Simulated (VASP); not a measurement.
Here is a VASP 6.6.1 calculation.

The input INCAR:

```
SYSTEM = CdSe
PREC = Accurate
ENCUT = 600
EDIFF = 1E-6
ISMEAR = 0
SIGMA = 0.01
LREAL = .False.
LASPH = .True.
NELM = 80
ALGO = Normal
ISIF = 3
LWAVE = .False.
LCHARG = .False.
IBRION = 2
NSW = 100
EDIFFG = -0.002
PSTRESS = 70.0
```

Contents of KPOINTS:

```
regular mesh
0
Gamma
  6 6 6
  0 0 0
```

The input POSCAR:

```
CdSe
1.0
    0.0000000000      3.0039652174      3.0039652174
    3.0039652174      0.0000000000      3.0039652174
    3.0039652174      3.0039652174      0.0000000000
Cd Se
1 1
Direct
    0.0000000000      0.0000000000      0.0000000000
    0.7500000000      0.7500000000      0.7500000000
```

Potentials or basis: VASP PAW LDA potentials, release 64 (Cd, Se).

Command:

```bash
$ cat potpaw_LDA.64/Cd/POTCAR potpaw_LDA.64/Se/POTCAR > POTCAR
$ mpirun -np 1 vasp_std > vasp.out
```

Task: Predict the relaxed volume.

Result: 24.81 Å³/atom.

Task: What does it give for the space group after relaxing (to 0.05 Å)?

Result: F-43m (No. 216).

Final structure:
```cif
data_structure
_symmetry_space_group_name_H-M 'P 1'
_symmetry_Int_Tables_number 1
_cell_length_a 4.1247
_cell_length_b 4.1247
_cell_length_c 4.1247
_cell_angle_alpha 60.000
_cell_angle_beta 60.000
_cell_angle_gamma 60.000
_cell_volume 49.62
loop_
_atom_site_label
_atom_site_type_symbol
_atom_site_fract_x
_atom_site_fract_y
_atom_site_fract_z
_atom_site_occupancy
Cd1 Cd 0.00000 0.00000 0.00000 1
Se1 Se 0.75000 0.75000 0.75000 1
```

Caveat: the cell is relaxed towards a set pressure, so the enthalpy falls and the energy may rise.
